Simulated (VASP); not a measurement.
# SnO (P1) in VASP: further runs, part 2 of 2

VASP 6.6.1. The steps go on from the part before.

## 3. Single point, PBEsol (all Sn atoms moved +0.125 Å, as atom 1 along Cartesian [1 1 1])

INCAR

```
SYSTEM = SnO
ALGO = Normal
EDIFF = 1E-6
ENCUT = 520
GGA = PS
ISIF = 2
ISMEAR = 0
LASPH = .TRUE.
LCHARG = .FALSE.
LREAL = .FALSE.
LWAVE = .FALSE.
NBANDS = 28
NELM = 80
PREC = Accurate
SIGMA = 0.05
```

KPOINTS

```
k-points
0
G
  8 6 6
  0 0 0
```

POSCAR

```
SnO
1.0
    3.3550050000      0.0000000000      0.0000000000
    0.0000000000      5.6741040000      0.0000000000
    0.0000000000      0.0000000000      4.2219700000
Sn O
2 2
Direct
    0.0215107827      0.2446279744      0.5302376278
    0.5215107827      0.7808099744      0.0302376278
    0.0000000000      0.8912500000      0.7368570000
    0.5000000000      0.1087500000      0.2368570000
```

Potentials or basis: VASP PAW PBE potentials, release 64 (Sn_d, O).

The run is started by

```console
$ cat potpaw_PBE.64/Sn_d/POTCAR potpaw_PBE.64/O/POTCAR > POTCAR
$ mpirun -np 1 vasp_std > vasp.out
```

OUTCAR:

```text
SYSTEM = SnO
   EDIFF = 1E-6
   ENCUT = 520
   GGA = PS
   ISIF = 2
   ISMEAR = 0
   LASPH = .TRUE.
   LREAL = .FALSE.
   NELM = 80
   PREC = Accurate

 ion  position               nearest neighbor table
   1  0.022  0.245  0.530-   4 2.17   3 2.19   4 2.28
   2  0.522  0.781  0.030-   4 2.06   3 2.12   3 2.23
   3  0.000  0.891  0.737-   2 2.12   1 2.19   2 2.23
   4  0.500  0.109  0.237-   2 2.06   1 2.17   1 2.28

  LATTYP: Found a simple orthorhombic cell.
 ALAT       =     3.3550050000
 B/A-ratio  =     1.2584094510
 C/A-ratio  =     1.6912356315

  Lattice vectors:

 A1 = (  -3.3550050000,   0.0000000000,   0.0000000000)
 A2 = (   0.0000000000,   0.0000000000,   4.2219700000)
 A3 = (   0.0000000000,   5.6741040000,   0.0000000000)

Analysis of symmetry for initial positions (statically):
=====================================================================
 Subroutine PRICEL returns:
 Original cell was already a primitive cell.

 Routine SETGRP: Setting up the symmetry group for a
 simple orthorhombic supercell.

[... 170 lines left out ...]

 E-fermi :   4.8647     XC(G=0):  -9.7778

 val. band max:        4.6111063867   @ k =   0.1250   0.0000   0.0000
 cond. band min:       5.8782101031   @ k =   0.3750   0.5000   0.0000
 fundamental gap:      1.2671037163
 Fermi energy:         4.8647111511

 k-point     1 :       0.0000    0.0000    0.0000
  band No.  band energies     occupation
      1     -16.4414      2.00000
      2     -16.1906      2.00000
      3     -16.1395      2.00000
      4     -16.0553      2.00000
      5     -16.0395      2.00000
      6     -16.0205      2.00000
[... 733 lines left out ...]
     27      13.7493      0.00000
     28      14.7491      0.00000

 [... further k-points ...]

------------------------ aborting loop because EDIFF is reached ----------------------------------------

  FORCE on cell =-STRESS in cart. coord.  units (eV):
  Direction    XX          YY          ZZ          XY          YZ          ZX
  --------------------------------------------------------------------------------------
  -------------------------------------------------------------------------------------
  Total       -2.3481105     -1.0726256     -1.8920881     -0.0010041      0.3548659     -0.5275311
  in kB      -46.8083697    -21.3822363    -37.7177987     -0.0200154      7.0740679    -10.5160603
  external PRESSURE =     -35.3028016 kB  Pullay stress =       0.0000000 kB

 VOLUME and BASIS-vectors are now :
 -----------------------------------------------------------------------------
  energy-cutoff  :      520.00
  volume of cell :       80.37
      direct lattice vectors                 reciprocal lattice vectors
     3.355005000  0.000000000  0.000000000     0.298062149  0.000000000  0.000000000
     0.000000000  5.674104000  0.000000000     0.000000000  0.176239279  0.000000000
     0.000000000  0.000000000  4.221970000     0.000000000  0.000000000  0.236856254

 POSITION                                       TOTAL-FORCE (eV/Angst)
 -----------------------------------------------------------------------------------
      0.07217      1.38804      2.23865        -0.228139     -1.032314     -0.439773
      1.74967      4.43040      0.12766        -0.322945     -0.331680     -0.435981
      0.00000      5.05705      3.11099         0.341471      0.446650      0.181453
      1.67750      0.61706      1.00000         0.209613      0.917345      0.694302
 -----------------------------------------------------------------------------------
    total drift:                               -0.000078      0.000365     -0.000017

  FREE ENERGIE OF THE ION-ELECTRON SYSTEM (eV)
  ---------------------------------------------------
  free  energy   TOTEN  =       -23.6865135464 eV

  energy  without entropy=      -23.6865135464  energy(sigma->0) =      -23.68651355
```

OSZICAR:

```text
N       E                     dE             d eps       ncg     rms          rms(c)
DAV:   1     0.430675749658E+03    0.43068E+03   -0.20312E+04  8512   0.209E+03
DAV:   2     0.410600455802E+02   -0.38962E+03   -0.37387E+03  8632   0.534E+02
DAV:   3    -0.239278323163E+02   -0.64988E+02   -0.63883E+02  9448   0.186E+02
DAV:   4    -0.271909086347E+02   -0.32631E+01   -0.32462E+01  9788   0.451E+01
DAV:   5    -0.272695824506E+02   -0.78674E-01   -0.78659E-01  9208   0.755E+00    0.111E+01
DAV:   6    -0.238326994061E+02    0.34369E+01   -0.16318E+01 13600   0.481E+01    0.532E+00
DAV:   7    -0.237352558978E+02    0.97444E-01   -0.21207E+00  9676   0.905E+00    0.255E+00
DAV:   8    -0.236972300419E+02    0.38026E-01   -0.34850E-01 10284   0.411E+00    0.763E-01
DAV:   9    -0.236856398834E+02    0.11590E-01   -0.44071E-02 13268   0.210E+00    0.225E-01
DAV:  10    -0.236863907194E+02   -0.75084E-03   -0.65071E-03  9552   0.738E-01    0.110E-01
DAV:  11    -0.236865460818E+02   -0.15536E-03   -0.39826E-04 10836   0.196E-01    0.466E-02
DAV:  12    -0.236865171221E+02    0.28960E-04   -0.32317E-04 12004   0.189E-01    0.208E-02
DAV:  13    -0.236865151480E+02    0.19740E-05   -0.32108E-05 10116   0.465E-02    0.145E-02
DAV:  14    -0.236865137194E+02    0.14286E-05   -0.82221E-06  9100   0.230E-02    0.507E-03
DAV:  15    -0.236865135464E+02    0.17302E-06   -0.98547E-07  4908   0.863E-03
   1 F= -.23686514E+02 E0= -.23686514E+02  d E =-.195190E-14
```

Wall time 7 min (1 thread of Intel Xeon 8259CL, shared host); peak memory 0.38 GiB.

Results:

```
Free energy            : -23.6865 eV
Pressure               : -3.5 GPa
Largest force          : 1.169 eV/Å
Band gap on the k mesh : 1.27 eV (least direct gap 1.79 eV)
```

Forces in eV/Å, atoms in the order of the input:
```
Sn  -0.228 -1.032 -0.440
Sn  -0.323 -0.332 -0.436
O    0.341  0.447  0.181
O    0.210  0.917  0.694
```

Stress tensor (GPa, compression positive):
```
-4.68  0.00 -1.05
 0.00 -2.14  0.71
-1.05  0.71 -3.77
```

Caveat: the cell differs from its parent crystal (all Sn atoms moved +0.125 Å, as atom 1 along Cartesian [1 1 1]); the cell stands under tension; the PAW data sets were made with another functional, which shifts forces and pressure a little; spin-orbit coupling is left out, which moves the levels of the heavy elements. A k mesh can miss the band edges.
